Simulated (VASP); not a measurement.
Here is a VASP 6.6.1 calculation.

Contents of INCAR:

```
PREC = Accurate
ENCUT = 520
EDIFF = 1E-8
ISMEAR = -1
SIGMA = 0.05
LREAL = False
LASPH = True
NELM = 80
ALGO = Normal
ISIF = 2
LWAVE = False
LCHARG = True
GGA = PS
NBANDS = 24
IBRION = 8
NSW = 1
```

KPOINTS

```
regular mesh
0
Gamma
  6 6 6
```

POSCAR

```
SnTe3
1.0
    0.0000000000      3.8612190000      3.8612190000
    3.8612190000      0.0000000000      3.8612190000
    3.8612190000      3.8612190000      0.0000000000
Te Sn
3 1
Direct
    0.5000000000      0.5000000000      0.5000000000
    0.7500000000      0.7500000000      0.7500000000
    0.2500000000      0.2500000000      0.2500000000
    0.0000000000      0.0000000000      0.0000000000
```

Potentials or basis: VASP PAW PBE potentials, release 64 (Te, Sn_d).

The run is started by

```console
$ cat potpaw_PBE.64/Te/POTCAR potpaw_PBE.64/Sn_d/POTCAR > POTCAR
$ mpirun -np 1 vasp_std > vasp.out
```

Q: Estimate the highest phonon frequency at Γ, LO-TO splitting left out.

A: 61 cm⁻¹.

Q: Estimate the most unstable mode.

A: 78i cm⁻¹.

Phonon frequencies in cm⁻¹ (negative: imaginary):
| q point | frequencies |
| --- | --- |
| (0.000, 0.000, 0.000) | -78 -78 -78 1 1 1 48 48 48 61 61 61 |

Caveat: the cell wasn't relaxed at this level first, which shifts response properties; some modes are imaginary.
